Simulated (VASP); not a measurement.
A run of VASP 6.6.1 is set up as follows.

File INCAR:

```
SYSTEM = TaN
ALGO     = Normal         ! electronic algorithm
EDIFF    = 1E-6           ! SCF threshold, eV
EDIFFG   = -0.008         ! ionic threshold
ENCUT    = 600            ! plane-wave cutoff, eV
GGA      = PE             ! functional
IBRION   = 2              ! ionic algorithm
ISIF     = 3              ! what is computed and relaxed
ISMEAR   = 0              ! smearing method
LASPH    = .True.         ! aspherical terms in the spheres
LCHARG   = .False.        ! write CHGCAR
LREAL    = .False.        ! projectors in reciprocal space
LWAVE    = .False.        ! write WAVECAR
NELM     = 100            ! most SCF steps
NSW      = 70             ! ionic steps
PREC     = Accurate       ! precision mode
PSTRESS  = 30.0         
SIGMA    = 0.1            ! smearing width, eV
```

File KPOINTS:

```
k-points
0
Gamma
  12 12 12
  0 0 0
```

Contents of POSCAR:

```
TaN
1.0
    5.2144196408      0.0000000000      0.0000000000
   -2.6072098204      4.5158198749      0.0000000000
    0.0000000000      0.0000000000      2.8945227999
Ta N
3 3
Direct
    0.0000000000      0.0000000000      0.0000000000
    0.3333333333      0.6666666667      0.5000000000
    0.6666666667      0.3333333333      0.5000000000
    0.5000000000      0.0000000000      0.0000000000
    0.5000000000      0.5000000000      0.0000000000
    0.0000000000      0.5000000000      0.0000000000
```

Potentials or basis: VASP PAW PBE potentials, release 64 (Ta_pv, N).

Command:

```console
$ cat potpaw_PBE.64/Ta_pv/POTCAR potpaw_PBE.64/N/POTCAR > POTCAR
$ mpirun -np 1 vasp_std > vasp.out
```

Task: What does it give for the relaxed volume?

Result: 11.59 Å³/atom.

Task: Estimate the band gap on the k mesh.

Result: Zero (bands 24 and 25 overlap by 2.11 eV).

Step by step:
| step | energy change (eV) | largest force (eV/Å) | pressure (GPa) | volume (Å³) |
| --- | --- | --- | --- | --- |
| 1 | 0.0000 | 0.0000 | 9.72 | 68.16 |
| 2 | 0.0546 | 0.0000 | -11.28 | 72.96 |
| 3 | -0.0551 | 0.0000 | 2.92 | 69.53 |
| 4 | -0.0546 | 0.0000 | 3.04 | 69.50 |
| 5 | -0.0551 | 0.0000 | 3.01 | 69.53 |

Caveat: the cell is relaxed towards a set pressure, so the run minimises the enthalpy, not the energy; spin-orbit coupling is left out, which moves the levels of the heavy elements. PBE usually gives volumes a little too large and moduli too small.
